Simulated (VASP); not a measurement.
# AlSe (P6/mmm) in VASP: notebook

The runs below take AlSe through single point, relaxation of cell and atoms, with PBE.

Everything below comes from runs of VASP 6.6.1. Logs are shortened: lines on timing, memory, paths and dates and some standing lists are left out, and cuts for length are marked.

### 1 The cell of the first run

It takes space group P6/mmm (No. 191, hexagonal). The conventional cell has a = 2.930 Å, b = 2.930 Å, c = 5.291 Å, α = 90.00°, β = 90.00°, γ = 120.00°. Within 3.5 Å of Al (site symmetry 6/mmm) lie 2 Se at 2.65 Å and 6 Al at 2.93 Å. Se (site symmetry 6/mmm) has 2 Al at 2.65 Å and 6 Se at 2.93 Å within 3.5 Å.

### 2 Single point, PBE

Contents of INCAR:

```
PREC = Accurate
ENCUT = 520
EDIFF = 1E-6
ISMEAR = 0
SIGMA = 0.1
LREAL = False
LASPH = True
NELM = 100
ALGO = Normal
ISIF = 2
LWAVE = False
LCHARG = False
GGA = PE
NBANDS = 12
```

Contents of KPOINTS:

```
Automatic mesh
0
Gamma
  24 24 12
```

Contents of POSCAR:

```
AlSe
1.0
    2.9299378555      0.0000000000      0.0000000000
   -1.4649689277      2.5374006143      0.0000000000
    0.0000000000      0.0000000000      5.2907773613
Al Se
1 1
Direct
    0.0000000000      0.0000000000      0.0000000000
    0.0000000000      0.0000000000      0.5000000000
```

Potentials or basis: VASP PAW PBE potentials, release 64 (Al, Se).

Launch:

```bash
cat potpaw_PBE.64/Al/POTCAR potpaw_PBE.64/Se/POTCAR > POTCAR
mpirun -np 1 vasp_std > vasp.out
```

OUTCAR:

```text
PREC = Accurate
   ENCUT = 520
   EDIFF = 1E-6
   ISMEAR = 0
   LREAL = False
   LASPH = True
   NELM = 100
   ISIF = 2
   GGA = PE

 ion  position               nearest neighbor table
   1  0.000  0.000  0.000-   2 2.65   2 2.65
   2  0.000  0.000  0.500-   1 2.65   1 2.65

  LATTYP: Found a hexagonal cell.
 ALAT       =     2.9299378555
 C/A-ratio  =     1.8057643616

  Lattice vectors:

 A1 = (   2.9299378555,   0.0000000000,   0.0000000000)
 A2 = (  -1.4649689277,   2.5374006143,   0.0000000000)
 A3 = (   0.0000000000,   0.0000000000,   5.2907773613)

Analysis of symmetry for initial positions (statically):
=====================================================================
 Subroutine PRICEL returns:
 Original cell was already a primitive cell.

 Routine SETGRP: Setting up the symmetry group for a
 hexagonal supercell.

 Subroutine GETGRP returns: Found 24 space group operations
 (whereof 24 operations were pure point group operations)
 out of a pool of 24 trial point group operations.

The static configuration has the point symmetry D_6h.

Analysis of symmetry for dynamics (positions and initial velocities):
=====================================================================
 Subroutine PRICEL returns:
 Original cell was already a primitive cell.

 Routine SETGRP: Setting up the symmetry group for a
 hexagonal supercell.

 Subroutine GETGRP returns: Found 24 space group operations
 (whereof 24 operations were pure point group operations)
 out of a pool of 24 trial point group operations.

The dynamic configuration has the point symmetry D_6h.

 Subroutine INISYM returns: Found 24 space group operations
 (whereof 24 operations are pure point group operations),
 and found     1 'primitive' translations

----------------------------------------------------------------------------------------

                                     Primitive cell

  volume of cell :      39.3339

  direct lattice vectors                    reciprocal lattice vectors
     2.929937855  0.000000000  0.000000000     0.341304167  0.197052053  0.000000000
    -1.464968928  2.537400614  0.000000000     0.000000000  0.394104106  0.000000000
     0.000000000  0.000000000  5.290777361     0.000000000  0.000000000  0.189008142

  length of vectors
     2.929937855  2.929937855  5.290777361     0.394104106  0.394104106  0.189008142

  position of ions in fractional coordinates (direct lattice)
     0.000000000  0.000000000  0.000000000
     0.000000000  0.000000000  0.500000000

  ion indices of the primitive-cell ions
   primitive index   ion index
                 1           1
                 2           2

----------------------------------------------------------------------------------------

 KPOINTS: Automatic mesh

Automatic generation of k-mesh.
 Grid dimensions read from file:
 generate k-points for:   24   24   12

 Generating k-lattice:

  Cartesian coordinates                     Fractional coordinates (reciprocal lattice)
     0.014221007  0.008210502  0.000000000     0.041666667  0.000000000  0.000000000
     0.000000000  0.016421004  0.000000000     0.000000000  0.041666667  0.000000000
     0.000000000  0.000000000  0.015750679     0.000000000  0.000000000  0.083333333

  Length of vectors
     0.016421004  0.016421004  0.015750679

  Shift w.r.t. Gamma in fractional coordinates (k-lattice)
     0.000000000  0.000000000  0.000000000

 Subroutine IBZKPT returns following result:
 ===========================================

 Found    427 irreducible k-points:

 Following reciprocal coordinates:
            Coordinates               Weight
  0.000000  0.000000  0.000000      1.000000
  0.041667 -0.000000  0.000000      6.000000
  0.083333  0.000000  0.000000      6.000000
  0.125000  0.000000  0.000000      6.000000
  0.166667  0.000000  0.000000      6.000000
  0.208333  0.000000  0.000000      6.000000
[... 16 lines left out ...]
  0.416667  0.041667  0.000000     12.000000
  0.458333  0.041667  0.000000     12.000000
 [... further k-points ...]
   k-points           NKPTS =    427   k-points in BZ     NKDIM =    427   number of bands    NBANDS=     12
   number of dos      NEDOS =    301   number of ions     NIONS =      2
   total plane-waves  NPLWV =  23040
   dimension x,y,z NGX =    24 NGY =   24 NGZ =   40
   dimension x,y,z NGXF=    48 NGYF=   48 NGZF=   80
   ions per type =               1   1
   NGX,Y,Z   is equivalent  to a cutoff of  13.62, 13.62, 12.57 a.u.
   NGXF,Y,Z  is equivalent  to a cutoff of  27.24, 27.24, 25.14 a.u.
 SYSTEM =  unknown system
   PREC   = accura    normal or accurate (medium, high low for compatibility)
   ISTART =      0    job   : 0-new  1-cont  2-samecut
   ICHARG =      2    charge: 1-file 2-atom 10-const
   ISPIN  =      1    spin polarized calculation?
   LNONCOLLINEAR =      F non collinear calculations
   LSORBIT =      F    spin-orbit coupling
   LASPH  =      T    aspherical Exc in radial PAW
   ENCUT  =  520.0 eV  38.22 Ry    6.18 a.u.   5.45  5.45  9.84*2*pi/ulx,y,z
   NELM   =    100;   NELMIN=  2; NELMDL= -5     # of ELM steps
   EDIFF  = 0.1E-05   stopping-criterion for ELM
   LREAL  =      F    real-space projection
   EDIFFG = 0.1E-04   stopping-criterion for IOM
   NSW    =      0    number of steps for IOM
   IBRION =     -1    ionic relax: 0-MD 1-quasi-New 2-CG
   NFREE  =      0    steps in history (QN), initial steepest desc. (CG)
   ISIF   =      2    stress and relaxation
   ISYM   =      2    0-nonsym 1-usesym 2-fastsym
   POTIM  = 0.5000    time-step for ionic-motion
   TEBEG  =    0.0;   TEEND  =   0.0 temperature during run
   PSTRESS=    0.0 pullay stress
   NELECT =       9.0000    total number of electrons
   NUPDOWN=      -1.0000    fix difference up-down
   EMIN   =  10.00;   EMAX   =-10.00  energy-range for DOS
   EFERMI =   0.00;   METHOD = LEGACY
   ISMEAR =     0;   SIGMA  =   0.10  broadening in eV -4-tet -1-fermi 0-gaus
   EFERMI_NEDOS =   21; number of points for ismear=-14 and -15
   IALGO  =     38    algorithm
   IMIX   =      4    mixing-type and parameters
     AMIX     =   0.40;   BMIX     =  1.00
     AMIX_MAG =   1.60;   BMIX_MAG =  1.00
  volume/ion in A,a.u.               =      19.67       132.72
  Fermi-wavevector in a.u.,A,eV,Ry     =   1.001306  1.892193 13.641379  1.002613
  Thomas-Fermi vector in A             =   2.133719
   LORBIT       =      0    0 simple, 1 ext, 2 COOP (PROOUT), +10 PAW based schemes
   GGA     = PE    functional components
   LHFCALC =     F    Hartree Fock is set to
   AEXX    =    0.0000 exact exchange contribution
   IVDW    =     0    specifies the selected vdW correction
   LEPSILON=     F    determine dielectric tensor
   LRPA    =     F    only Hartree local field effects (RPA)
 non-spin polarized calculation
 Gauss-broadening in eV      SIGMA  =   0.10
  energy-cutoff  :      520.00
  volume of cell :       39.33
 maximum number of plane-waves:      1091
 NGX is ok and might be reduce to    24
   NGX = 11   NGY = 11   NGZ = 19

 number of electron       8.9999999 magnetization

 Free energy of the ion-electron system (eV)
  ---------------------------------------------------
  ext. energy  EPLUGINS =         0.00000000
  ---------------------------------------------------
  free energy    TOTEN  =        -7.15126822 eV

  energy without entropy =       -7.14763927  energy(sigma->0) =       -7.14945374

 E-fermi :   6.2591     XC(G=0): -10.0715

 val. band max:        6.2391858774   @ k =   0.2083   0.1250   0.0833
 cond. band min:       6.2608541636   @ k =   0.2083   0.1250   0.1667
 fundamental gap:      0.0216682862
 Fermi energy:         6.2590927019

 k-point     1 :       0.0000    0.0000    0.0000
  band No.  band energies     occupation
      1      -9.5517      2.00000
      2      -1.0563      2.00000
      3      -0.3166      2.00000
      4       9.1945      0.00000
      5       9.1945      0.00000
      6      12.4810      0.00000
      7      14.4147      0.00000
      8      17.6551      0.00000
      9      17.7099      0.00000
     10      17.7099      0.00000
     11      18.6753      0.00000
     12      18.6753      0.00000

 k-point     2 :       0.0417   -0.0000    0.0000
  band No.  band energies     occupation
      1      -9.5181      2.00000
      2      -1.0175      2.00000
      3      -0.2834      2.00000
      4       8.9229      0.00000
      5       9.1291      0.00000
      6      12.4970      0.00000
      7      14.4733      0.00000
      8      17.1774      0.00000
      9      17.5736      0.00000
     10      17.8314      0.00000
     11      18.5627      0.00000
     12      18.7508      0.00000

 k-point     3 :       0.0833    0.0000    0.0000
  band No.  band energies     occupation
      1      -9.4177      2.00000
      2      -0.9011      2.00000
      3      -0.1840      2.00000
      4       8.2110      0.00000
      5       8.9455      0.00000
      6      12.5401      0.00000
      7      14.5453      0.00000
      8      16.1566      0.00000
      9      17.1970      0.00000
     10      17.9453      0.00000
     11      18.5328      0.00000
     12      18.9997      0.00000
[... 286 lines left out ...]
 k-point    23 :       0.4167    0.0417    0.0000
  band No.  band energies     occupation
      1      -6.6430      2.00000
      2      -0.1121      2.00000
      3       2.5310      2.00000
      4       3.3471      2.00000
      5       5.9790      1.99993
      6       6.5105      0.00038
      7       9.1491      0.00000
      8      12.7057      0.00000
      9      14.0750      0.00000
     10      15.6700      0.00000
     11      16.8391      0.00000
     12      17.3640      0.00000

 k-point    24 :       0.4583    0.0417    0.0000
  band No.  band energies     occupation
      1      -6.4518      2.00000
      2      -0.4223      2.00000
      3       2.7140      2.00000
      4       4.1560      2.00000
      5       5.0404      2.00000
      6       6.4276      0.01715
      7       8.8504      0.00000
      8      12.6315      0.00000
      9      14.0039      0.00000
     10      15.7595      0.00000
     11      16.8084      0.00000
     12      17.3371      0.00000

 [... further k-points ...]

------------------------ aborting loop because EDIFF is reached ----------------------------------------

  FORCE on cell =-STRESS in cart. coord.  units (eV):
  Direction    XX          YY          ZZ          XY          YZ          ZX
  --------------------------------------------------------------------------------------
  -------------------------------------------------------------------------------------
  Total       -0.0005645     -0.0005645      0.0140007     -0.0000000     -0.0000000     -0.0000000
  in kB       -0.0229917     -0.0229917      0.5702851     -0.0000000     -0.0000000     -0.0000000
  external PRESSURE =       0.1747672 kB  Pullay stress =       0.0000000 kB

 VOLUME and BASIS-vectors are now :
 -----------------------------------------------------------------------------
  energy-cutoff  :      520.00
  volume of cell :       39.33
      direct lattice vectors                 reciprocal lattice vectors
     2.929937855  0.000000000  0.000000000     0.341304167  0.197052053  0.000000000
    -1.464968928  2.537400614  0.000000000     0.000000000  0.394104106  0.000000000
     0.000000000  0.000000000  5.290777361     0.000000000  0.000000000  0.189008142

 POSITION                                       TOTAL-FORCE (eV/Angst)
 -----------------------------------------------------------------------------------
      0.00000      0.00000      0.00000         0.000000      0.000000      0.000000
      0.00000      0.00000      2.64539        -0.000000      0.000000      0.000000
 -----------------------------------------------------------------------------------
    total drift:                               -0.000000     -0.000000      0.000000

  FREE ENERGIE OF THE ION-ELECTRON SYSTEM (eV)
  ---------------------------------------------------
  free  energy   TOTEN  =        -7.1512682151 eV

  energy  without entropy=       -7.1476392660  energy(sigma->0) =       -7.14945374
```

Run time: 2.2 min. Hardware: 1 thread of Intel Xeon Platinum 8259CL at 2.50GHz (Skylake/Cascade Lake), shared host; peak memory 0.32 GiB.

What came out:

| Property | Result |
| --- | --- |
| Free energy | -7.1513 eV |
| Pressure | 0.0 GPa |

### 3 Relaxation of cell and atoms, PBE

This run uses another cell than the first one, of 19.45 Å³/atom, 0.989 times its volume.

Contents of INCAR:

```
ALGO = Normal
EDIFF = 1E-6
EDIFFG = -0.01
ENCUT = 600
GGA = PE
IBRION = 2
ISIF = 3
ISMEAR = 0
LASPH = T
LCHARG = F
LREAL = F
LWAVE = F
NELM = 100
NSW = 100
PREC = Accurate
SIGMA = 0.1
```

Contents of KPOINTS:

```
k-points
0
Gamma
  24 24 12
```

Contents of POSCAR:

```
AlSe
1.0
    2.9433064508      0.0000000000      0.0000000000
   -1.4716532254      2.5489781575      0.0000000000
    0.0000000000      0.0000000000      5.1856370440
Al Se
1 1
Direct
    0.0000000000      0.0000000000      0.0000000000
    0.0000000000      0.0000000000      0.5000000000
```

Potentials or basis: VASP PAW PBE potentials, release 64 (Al, Se).

Launch:

```bash
cat potpaw_PBE.64/Al/POTCAR potpaw_PBE.64/Se/POTCAR > POTCAR
mpirun -np 1 vasp_std > vasp.out
```

Run time: 4.4 min. Hardware: 1 thread of Intel Xeon Platinum 8259CL at 2.50GHz (Skylake/Cascade Lake), shared host; peak memory 0.33 GiB.

Results (log left out):

| Property | Result |
| --- | --- |
| Free energy | -7.1513 eV |
| Relaxed volume | 19.66 Å³/atom |
| Relaxed cell | a = 2.929 Å, b = 2.929 Å, c = 5.292 Å, α = 90.00°, β = 90.00°, γ = 120.00° |
| Space group after relaxing (to 0.05 Å) | P6/mmm (No. 191) |
| Energy gained by relaxing | 5.1 meV/atom |
| Ionic steps | 4 |
| Pressure after relaxing | 0.0 GPa |

The path:
| step | energy change (eV) | largest force (eV/Å) | pressure (GPa) | volume (Å³) |
| --- | --- | --- | --- | --- |
| 1 | 0.0000 | 0.0000 | 0.82 | 38.90 |
| 2 | -0.0100 | 0.0000 | -0.19 | 39.46 |
| 3 | -0.0101 | 0.0000 | -0.12 | 39.41 |
| 4 | -0.0101 | 0.0000 | 0.03 | 39.33 |

Final structure:
```cif
data_structure
_symmetry_space_group_name_H-M 'P 1'
_symmetry_Int_Tables_number 1
_cell_length_a 2.9293
_cell_length_b 2.9293
_cell_length_c 5.2923
_cell_angle_alpha 90.000
_cell_angle_beta 90.000
_cell_angle_gamma 120.000
_cell_volume 39.33
loop_
_atom_site_label
_atom_site_type_symbol
_atom_site_fract_x
_atom_site_fract_y
_atom_site_fract_z
_atom_site_occupancy
Al1 Al 0.00000 0.00000 0.00000 1
Se1 Se 0.00000 0.00000 0.50000 1
```

Levels at points of the mesh, in eV from the Fermi level:
```tsv
k point	band 1	band 2	band 3	band 4	band 5	band 6	band 7	band 8
(0.00, 0.00, 0.00)	-15.81	-7.32	-6.58	2.94	2.94	6.21	8.15	11.40
(0.50, 0.00, 0.00)	-12.70	-6.75	-3.53	-1.70	-1.69	0.39	2.52	6.31
(0.00, 0.00, 0.50)	-15.71	-9.30	-2.11	0.16	2.96	2.96	10.33	11.44
(0.50, 0.00, 0.50)	-12.64	-6.53	-4.92	-2.85	0.45	1.77	4.39	6.66
```

### 4 Single point, PBE

This run uses another cell than the first one, of 24.66 Å³/atom, 1.254 times its volume.

Contents of INCAR:

```
PREC = Accurate
ENCUT = 520
EDIFF = 1E-6
ISMEAR = 0
SIGMA = 0.1
LREAL = F
LASPH = T
NELM = 100
ALGO = Normal
ISIF = 2
LWAVE = F
LCHARG = T
GGA = PE
LELF = T
LVHAR = T
NBANDS = 12
```

Contents of KPOINTS:

```
regular mesh
0
Gamma
  6 6 4
```

Contents of POSCAR:

```
AlSe
1.0
    3.1199603500      0.0000000000      0.0000000000
   -1.5599801800      2.7019649200      0.0000000000
    0.0000000000      0.0000000000      5.8512929500
Al Se
1 1
Direct
    0.0000000000      0.0000000000      0.0000000000
    0.0000000000      0.0000000000      0.5000000000
```

Launch:

```bash
cat potpaw_PBE.64/Al/POTCAR potpaw_PBE.64/Se/POTCAR > POTCAR
mpirun -np 1 vasp_std > vasp.out
```

Wall time 14 s (1 thread of Intel Xeon Platinum 8259CL at 2.50GHz (Skylake/Cascade Lake), shared host); peak memory 0.16 GiB.

Results (log left out):

- Free energy: -6.7016 eV
- Pressure: -8.9 GPa

Stress tensor (GPa, compression positive):
```
 -7.71   0.00   0.00
  0.00  -7.71   0.00
  0.00   0.00 -11.36
```

Levels at points of the mesh, in eV from the Fermi level:
| k point | band 1 | band 2 | band 3 | band 4 | band 5 | band 6 | band 7 | band 8 |
| --- | --- | --- | --- | --- | --- | --- | --- | --- |
| (0.00, 0.00, 0.00) | -14.31 | -6.83 | -5.10 | 2.24 | 2.24 | 4.37 | 7.62 | 9.40 |
| (0.50, 0.00, 0.00) | -12.13 | -5.25 | -2.64 | -2.16 | -1.51 | 0.36 | 3.26 | 6.56 |
| (0.00, 0.00, 0.50) | -14.26 | -7.90 | -2.11 | 0.00 | 2.25 | 2.25 | 9.35 | 9.81 |
| (0.50, 0.00, 0.50) | -12.10 | -5.09 | -4.04 | -2.19 | 0.39 | 0.83 | 3.52 | 6.20 |

Caveat: the k points lie up to 0.39 Å⁻¹ apart.

(Continued in part 2 of 2.)
